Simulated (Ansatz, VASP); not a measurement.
# One calculation of CdTe, two programs

```xyz
2
Lattice="0.0000 3.4260 3.4260 3.4260 0.0000 3.4260 3.4260 3.4260 0.0000" Properties=species:S:1:pos:R:3 pbc="T T T"
Cd    0.0000    0.0000    0.0000
Te    1.7130    1.7130    1.7130
```

Alike in both runs: task single point; functional BLYP; k mesh 6 × 6 × 6; occupations gaussian, width 0.05 eV; no spin polarisation.

|  | VASP | Ansatz |
| --- | --- | --- |
| version | VASP 6.6.1 | Ansatz 0.2.0 |
| potentials or method | VASP PAW PBE potentials, release 64 (Cd, Te), cutoff 520 eV | scalar-relativistic, plane waves, PAW |
| valence electrons in the cell | 18 | 36 |

Ansatz gave:

- gap on the k mesh at the Fermi level (eV): 0.17
- least direct gap on the mesh (eV): 0.17
- pressure (GPa): -1.0

What did VASP give for the same quantities?

gap on the k mesh at the Fermi level (eV): 0.20; least direct gap on the mesh (eV): 0.20; pressure (GPa): -0.9.

VASP's potentials were made for PBE, not for BLYP. The functional is the same, so the differences come from potentials, cutoffs and numerics. VASP's potentials hold 18 valence electrons a cell and Ansatz's 36, so a difference there can come from the potentials and not from the codes.

Neither program's run includes spin-orbit coupling.
